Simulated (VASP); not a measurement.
# SnO (P4/nmm) in VASP: single point with PBEsol

Aim: the single point of SnO with PBEsol.

Everything below comes from runs of VASP 6.6.1. Logs are shortened: lines on timing, memory, paths and dates and some standing lists are left out, and cuts for length are marked.

## (1) The cell of the first run

The structure is tetragonal, space group P4/nmm (No. 129). The conventional cell has a = 3.805 Å, b = 3.805 Å, c = 4.752 Å, α = 90.00°, β = 90.00°, γ = 90.00°. Within 2.9 Å of Sn (site symmetry 4mm) lie 4 O at 2.22 Å. O (site symmetry -4m2) has 4 Sn at 2.22 Å and 4 O at 2.69 Å within 2.9 Å.

## (2) Single point, PBEsol

File POSCAR:

```
SnO
1.0
    3.8052425056      0.0000000000      0.0000000000
    0.0000000000      3.8052425056      0.0000000000
    0.0000000000      0.0000000000      4.7521499404
Sn O
2 2
Direct
    0.5000000000      0.0000000000      0.2424576095
    0.0000000000      0.5000000000      0.7575423905
    0.0000000000      0.0000000000      0.0000000000
    0.5000000000      0.5000000000      0.0000000000
```

File INCAR.step1:

```
SYSTEM = SnO
  ALGO = Fast
  EDIFF = 1E-6
  ENCUT = 520
  GGA = PS
  ISIF = 2
  ISMEAR = 0
  LASPH = .TRUE.
  LCHARG = .TRUE.
  LREAL = .FALSE.
  LWAVE = .FALSE.
  NBANDS = 28
  NELM = 100
  PREC = Accurate
  SIGMA = 0.1
```

File KPOINTS.step1:

```
k-points
0
G
  12 12 10
  0 0 0
```

File INCAR.step2:

```
SYSTEM = SnO
  ALGO = Fast
  EDIFF = 1E-6
  ENCUT = 520
  GGA = PS
  ICHARG = 11
  ISIF = 2
  ISMEAR = -5
  LASPH = .TRUE.
  LCHARG = .FALSE.
  LORBIT = 11
  LREAL = .FALSE.
  LWAVE = .FALSE.
  NEDOS = 1001
  NELM = 100
  PREC = Accurate
  SIGMA = 0.1
```

File KPOINTS.step2:

```
k-points
0
G
  18 18 15
  0 0 0
```

Potentials or basis: VASP PAW PBE potentials, release 64 (Sn_d, O).

Started as:

```sh
$ cat potpaw_PBE.64/Sn_d/POTCAR potpaw_PBE.64/O/POTCAR > POTCAR
$ cp INCAR.step1 INCAR
$ cp KPOINTS.step1 KPOINTS
$ mpirun -np 1 vasp_std > vasp.out
$ cp INCAR.step2 INCAR
$ cp KPOINTS.step2 KPOINTS
$ mpirun -np 1 vasp_std > vasp.out
```

OUTCAR:

```text
SYSTEM = SnO
   EDIFF = 1E-6
   ENCUT = 520
   GGA = PS
   ICHARG = 11
   ISIF = 2
   ISMEAR = -5
   LASPH = .TRUE.
   LORBIT = 11
   LREAL = .FALSE.
   NELM = 100
   PREC = Accurate

 ion  position               nearest neighbor table
   1  0.500  0.000  0.242-   3 2.22   4 2.22   4 2.22   3 2.22   2 3.54   2 3.54   2 3.54   2 3.54
                             2 3.64   2 3.64   2 3.64   2 3.64
   2  0.000  0.500  0.758-   3 2.22   4 2.22   3 2.22   4 2.22   1 3.54   1 3.54   1 3.54   1 3.54
                             1 3.64   1 3.64   1 3.64   1 3.64
   3  0.000  0.000  0.000-   1 2.22   2 2.22   2 2.22   1 2.22
   4  0.500  0.500  0.000-   1 2.22   2 2.22   1 2.22   2 2.22

  LATTYP: Found a simple tetragonal cell.
 ALAT       =     3.8052425056
 C/A-ratio  =     1.2488428618

  Lattice vectors:

 A1 = (   3.8052425056,   0.0000000000,   0.0000000000)
 A2 = (   0.0000000000,   3.8052425056,   0.0000000000)
 A3 = (   0.0000000000,   0.0000000000,   4.7521499404)

Analysis of symmetry for initial positions (statically):
=====================================================================
 Subroutine PRICEL returns:
 Original cell was already a primitive cell.

 Routine SETGRP: Setting up the symmetry group for a
 simple tetragonal supercell.

 Subroutine GETGRP returns: Found 16 space group operations
 (whereof  8 operations were pure point group operations)
 out of a pool of 16 trial point group operations.

The static configuration has the point symmetry D_2d.
 The point group associated with its full space group is D_4h.

Analysis of symmetry for dynamics (positions and initial velocities):
=====================================================================
 Subroutine PRICEL returns:
 Original cell was already a primitive cell.

 Routine SETGRP: Setting up the symmetry group for a
 simple tetragonal supercell.

 Subroutine GETGRP returns: Found 16 space group operations
 (whereof  8 operations were pure point group operations)
 out of a pool of 16 trial point group operations.

The dynamic configuration has the point symmetry D_2d.
 The point group associated with its full space group is D_4h.

 Subroutine INISYM returns: Found 16 space group operations
 (whereof  8 operations are pure point group operations),
 and found     1 'primitive' translations

----------------------------------------------------------------------------------------

                                     Primitive cell

  volume of cell :      68.8105

  direct lattice vectors                    reciprocal lattice vectors
     3.805242506  0.000000000  0.000000000     0.262795341  0.000000000  0.000000000
     0.000000000  3.805242506  0.000000000     0.000000000  0.262795341  0.000000000
     0.000000000  0.000000000  4.752149940     0.000000000  0.000000000  0.210431071

  length of vectors
     3.805242506  3.805242506  4.752149940     0.262795341  0.262795341  0.210431071

  position of ions in fractional coordinates (direct lattice)
     0.500000000  0.000000000  0.242457610
     0.000000000  0.500000000  0.757542390
     0.000000000  0.000000000  0.000000000
     0.500000000  0.500000000  0.000000000

  ion indices of the primitive-cell ions
   primitive index   ion index
                 1           1
                 2           2
                 3           3
                 4           4

----------------------------------------------------------------------------------------

 KPOINTS: k-points

Automatic generation of k-mesh.
 Grid dimensions read from file:
 generate k-points for:   18   18   15

 Generating k-lattice:

  Cartesian coordinates                     Fractional coordinates (reciprocal lattice)
     0.014599741  0.000000000  0.000000000     0.055555556  0.000000000  0.000000000
     0.000000000  0.014599741  0.000000000     0.000000000  0.055555556  0.000000000
     0.000000000  0.000000000  0.014028738     0.000000000  0.000000000  0.066666667

  Length of vectors
     0.014599741  0.014599741  0.014028738

  Shift w.r.t. Gamma in fractional coordinates (k-lattice)
     0.000000000  0.000000000  0.000000000

 TETIRR: Found   7299 inequivalent tetrahedra from    29160

 Subroutine IBZKPT returns following result:
 ===========================================

 Found    440 irreducible k-points:

 Following reciprocal coordinates:
            Coordinates               Weight
  0.000000  0.000000  0.000000      1.000000
  0.055556  0.000000  0.000000      4.000000
  0.111111  0.000000  0.000000      4.000000
  0.166667  0.000000  0.000000      4.000000
  0.222222  0.000000  0.000000      4.000000
  0.277778  0.000000  0.000000      4.000000
[... 16 lines left out ...]
  0.277778  0.111111  0.000000      8.000000
  0.333333  0.111111  0.000000      8.000000
 [... further k-points ...]
   k-points           NKPTS =    440   k-points in BZ     NKDIM =    440   number of bands    NBANDS=     24
   number of dos      NEDOS =   1001   number of ions     NIONS =      4
   total plane-waves  NPLWV =  28224
   dimension x,y,z NGX =    28 NGY =   28 NGZ =   36
   dimension x,y,z NGXF=    56 NGYF=   56 NGZF=   72
   ions per type =               2   2
   NGX,Y,Z   is equivalent  to a cutoff of  12.23, 12.23, 12.59 a.u.
   NGXF,Y,Z  is equivalent  to a cutoff of  24.47, 24.47, 25.19 a.u.
 SYSTEM =  SnO
   PREC   = accura    normal or accurate (medium, high low for compatibility)
   ISTART =      0    job   : 0-new  1-cont  2-samecut
   ICHARG =     11    charge: 1-file 2-atom 10-const
   ISPIN  =      1    spin polarized calculation?
   LNONCOLLINEAR =      F non collinear calculations
   LSORBIT =      F    spin-orbit coupling
   LASPH  =      T    aspherical Exc in radial PAW
   ENCUT  =  520.0 eV  38.22 Ry    6.18 a.u.   7.08  7.08  8.84*2*pi/ulx,y,z
   NELM   =    100;   NELMIN=  2; NELMDL=  0     # of ELM steps
   EDIFF  = 0.1E-05   stopping-criterion for ELM
   LREAL  =      F    real-space projection
   EDIFFG = 0.1E-04   stopping-criterion for IOM
   NSW    =      0    number of steps for IOM
   IBRION =     -1    ionic relax: 0-MD 1-quasi-New 2-CG
   NFREE  =      0    steps in history (QN), initial steepest desc. (CG)
   ISIF   =      2    stress and relaxation
   ISYM   =      2    0-nonsym 1-usesym 2-fastsym
   POTIM  = 0.5000    time-step for ionic-motion
   TEBEG  =    0.0;   TEEND  =   0.0 temperature during run
   PSTRESS=    0.0 pullay stress
   NELECT =      40.0000    total number of electrons
   NUPDOWN=      -1.0000    fix difference up-down
   EMIN   =  10.00;   EMAX   =-10.00  energy-range for DOS
   EFERMI =   0.00;   METHOD = LEGACY
   ISMEAR =    -5;   SIGMA  =   0.10  broadening in eV -4-tet -1-fermi 0-gaus
   EFERMI_NEDOS =   21; number of points for ismear=-14 and -15
   IALGO  =     68    algorithm
   IMIX   =      4    mixing-type and parameters
     AMIX     =   0.40;   BMIX     =  1.00
     AMIX_MAG =   1.60;   BMIX_MAG =  1.00
  volume/ion in A,a.u.               =      17.20       116.09
  Fermi-wavevector in a.u.,A,eV,Ry     =   1.366291  2.581916 25.398692  1.866751
  Thomas-Fermi vector in A             =   2.492445
   LORBIT       =     11    0 simple, 1 ext, 2 COOP (PROOUT), +10 PAW based schemes
   GGA     = PS    functional components
   LHFCALC =     F    Hartree Fock is set to
   AEXX    =    0.0000 exact exchange contribution
   IVDW    =     0    specifies the selected vdW correction
   LEPSILON=     F    determine dielectric tensor
   LRPA    =     F    only Hartree local field effects (RPA)
 non-spin polarized calculation
 RMM-DIIS sequential band-by-band and
 Fermi weights with tetrahedron method with Bloechl corrections
  energy-cutoff  :      520.00
  volume of cell :       68.81
 maximum number of plane-waves:      1876

 number of electron      39.9999991 magnetization

 Free energy of the ion-electron system (eV)
  ---------------------------------------------------
  ext. energy  EPLUGINS =         0.00000000
  ---------------------------------------------------
  free energy    TOTEN  =       -24.21456748 eV

  energy without entropy =      -24.21456748  energy(sigma->0) =      -24.21456748

 E-fermi :   7.2159     XC(G=0): -10.5939

 val. band max:        7.2214446140   @ k =   0.0556   0.0556   0.0000
 cond. band min:       7.1253857415   @ k =   0.5000   0.5000   0.0000
 fundamental gap:     -0.0960588726
 Fermi energy:         7.2158692874

 k-point     1 :       0.0000    0.0000    0.0000
  band No.  band energies     occupation
      1     -14.7160      2.00000
      2     -14.2705      2.00000
      3     -14.2705      2.00000
      4     -14.2624      2.00000
      5     -14.2135      2.00000
      6     -14.2132      2.00000
[... 16 lines left out ...]
     23      11.7762      0.00000
     24      11.7762      0.00000

 k-point     2 :       0.0556    0.0000    0.0000
  band No.  band energies     occupation
      1     -14.7142      2.00000
      2     -14.2699      2.00000
      3     -14.2696      2.00000
      4     -14.2616      2.00000
      5     -14.2137      2.00000
      6     -14.2120      2.00000
[... 16 lines left out ...]
     23      11.7962      0.00000
     24      11.9411      0.00000

 k-point     3 :       0.1111    0.0000    0.0000
  band No.  band energies     occupation
      1     -14.7090      2.00000
      2     -14.2680      2.00000
      3     -14.2668      2.00000
      4     -14.2618      2.00000
      5     -14.2143      2.00000
      6     -14.2083      2.00000
[... 16 lines left out ...]
     23      11.8558      0.00000
     24      12.0852      0.00000
[... 514 lines left out ...]
 k-point    23 :       0.2778    0.1111    0.0000
  band No.  band energies     occupation
      1     -14.6734      2.00000
      2     -14.4155      2.00000
      3     -14.2654      2.00000
      4     -14.2355      2.00000
      5     -14.2322      2.00000
      6     -14.2155      2.00000
[... 16 lines left out ...]
     23      11.6156      0.00000
     24      11.8212      0.00000

 k-point    24 :       0.3333    0.1111    0.0000
  band No.  band energies     occupation
      1     -14.6583      2.00000
      2     -14.4673      2.00000
      3     -14.2590      2.00000
      4     -14.2321      2.00000
      5     -14.2255      2.00000
      6     -14.2160      2.00000
[... 16 lines left out ...]
     23      11.8553      0.00000
     24      12.1102      0.00000

 [... further k-points ...]

------------------------ aborting loop because EDIFF is reached ----------------------------------------

  FORCE on cell =-STRESS in cart. coord.  units (eV):
  Direction    XX          YY          ZZ          XY          YZ          ZX
  --------------------------------------------------------------------------------------
  -------------------------------------------------------------------------------------
  Total        0.1918970      0.1918970      0.1715854      0.0000000      0.0000000      0.0000000
  in kB        4.4681103      4.4681103      3.9951776      0.0000000      0.0000000      0.0000000
  external PRESSURE =       4.3104661 kB  Pullay stress =       0.0000000 kB

 VOLUME and BASIS-vectors are now :
 -----------------------------------------------------------------------------
  energy-cutoff  :      520.00
  volume of cell :       68.81
      direct lattice vectors                 reciprocal lattice vectors
     3.805242506  0.000000000  0.000000000     0.262795341  0.000000000  0.000000000
     0.000000000  3.805242506  0.000000000     0.000000000  0.262795341  0.000000000
     0.000000000  0.000000000  4.752149940     0.000000000  0.000000000  0.210431071

 POSITION                                       TOTAL-FORCE (eV/Angst)
 -----------------------------------------------------------------------------------
      1.90262      0.00000      1.15219         0.000000      0.000000      0.073086
      0.00000      1.90262      3.59996        -0.000000     -0.000000     -0.073086
      0.00000      0.00000      0.00000         0.000000     -0.000000      0.000000
      1.90262      1.90262      0.00000         0.000000      0.000000      0.000000
 -----------------------------------------------------------------------------------
    total drift:                                0.000000      0.000000      0.000000

  FREE ENERGIE OF THE ION-ELECTRON SYSTEM (eV)
  ---------------------------------------------------
  free  energy   TOTEN  =       -24.2145674842 eV

  energy  without entropy=      -24.2145674842  energy(sigma->0) =      -24.21456748

 total charge

# of ion       s       p       d       tot
------------------------------------------
    1        1.247   0.806  10.083  12.135
    2        1.247   0.806  10.083  12.135
    3        1.573   3.419   0.000   4.991
    4        1.573   3.419   0.000   4.991
--------------------------------------------------
tot          5.639   8.449  20.165  34.253
```

Run time: 11 min. Hardware: 1 thread of Oxide Virtual Turin-like, shared host; peak memory 0.62 GiB.

Results:

```yaml
Valence_electrons_inside_the_program's_atomic_spheres: Sn 12.13; O 4.99
```

Caveat: the PAW data sets were made with another functional, which shifts forces and pressure a little; spin-orbit coupling is left out, which moves the levels of the heavy elements.
